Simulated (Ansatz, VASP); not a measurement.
**One calculation of AlInSb2, two programs**

INCAR

```
SYSTEM = AlInSb2
PREC     = Accurate       ! precision mode
ENCUT    = 520            ! plane-wave cutoff, eV
EDIFF    = 1E-7           ! SCF threshold, eV
ISMEAR   = 0              ! smearing method
SIGMA    = 0.05           ! smearing width, eV
LREAL    = .False.        ! projectors in reciprocal space
LASPH    = .True.         ! aspherical terms in the spheres
NELM     = 100            ! most SCF steps
ALGO     = Normal         ! electronic algorithm
ISIF     = 2              ! what is computed and relaxed
LWAVE    = .False.        ! write WAVECAR
LCHARG   = .False.        ! write CHGCAR
GGA      = CA             ! functional
NBANDS   = 21             ! bands
```

Contents of KPOINTS:

```
Automatic mesh
0
Gamma
  8 8 6
  0 0 0
```

Contents of POSCAR:

```
AlInSb2
1.0
    4.3252226885      0.0000000000      0.0000000000
    0.0000000000      4.3252226885      0.0000000000
    0.0000000000      0.0000000000      6.5972621668
Al In Sb
1 1 2
Direct
    0.0000000000      0.0000000000      0.0000000000
    0.5000000000      0.5000000000      0.5000000000
    0.0000000000      0.5000000000      0.2339661693
    0.5000000000      0.0000000000      0.7660338307
```

Input for Ansatz:

```yaml
crystal:
  lattice:
    - [4.3252226885, 0.0, 0.0]
    - [0.0, 4.3252226885, 0.0]
    - [0.0, 0.0, 6.5972621668]
  atoms:
    - { symbol: Al, position: [0.0, 0.0, 0.0] }
    - { symbol: In, position: [0.5, 0.5, 0.5] }
    - { symbol: Sb, position: [0.0, 0.5, 0.2339661693] }
    - { symbol: Sb, position: [0.5, 0.0, 0.7660338307] }
basis:
  ecutwfc: 420
kpoints:
  mp_grid: { grid: [8, 8, 6] }
hamiltonian:
  xc: lda
  pseudopotentials: { kind: paw }
scf:
  occupations: { method: gaussian, width: 0.05 }
output:
  forces: true
  stress: true
  eigenvalues: true
```

Alike in both runs: task single point; functional LDA; k mesh 8 × 8 × 6; occupations gaussian, width 0.05 eV; no spin polarisation.

```csv
,VASP,Ansatz
version,VASP 6.6.1,Ansatz 0.2.0
potentials or method,"VASP PAW LDA potentials, release 64 (Al, In_d, Sb), cutoff 520 eV","scalar-relativistic, plane waves, PAW"
valence electrons in the cell,26,46
```

Ansatz gave:

```
gap on the k mesh at the Fermi level (eV)                     : 0.35
least direct gap on the mesh (eV)                             : 0.35
pressure (GPa)                                                : -0.1
traceless stress, the component that is largest in VASP (GPa) : -2.06
rms of the force components (eV/Å)                            : 0.024
```

Question: Estimate VASP's values.

Answer: gap on the k mesh at the Fermi level (eV): 0.38; least direct gap on the mesh (eV): 0.40; pressure (GPa): 0.1; traceless stress, the component that is largest in VASP (GPa): -2.05; rms of the force components (eV/Å): 0.033.

LDA's correlation is that of Perdew and Zunger in VASP and of Perdew and Wang (1992) in Ansatz. Atom by atom the forces differ by 0.009 eV/Å (rms over components). VASP's potentials hold 26 valence electrons a cell and Ansatz's 46, so a difference there can come from the potentials and not from the codes.

Spin-orbit coupling is off throughout.
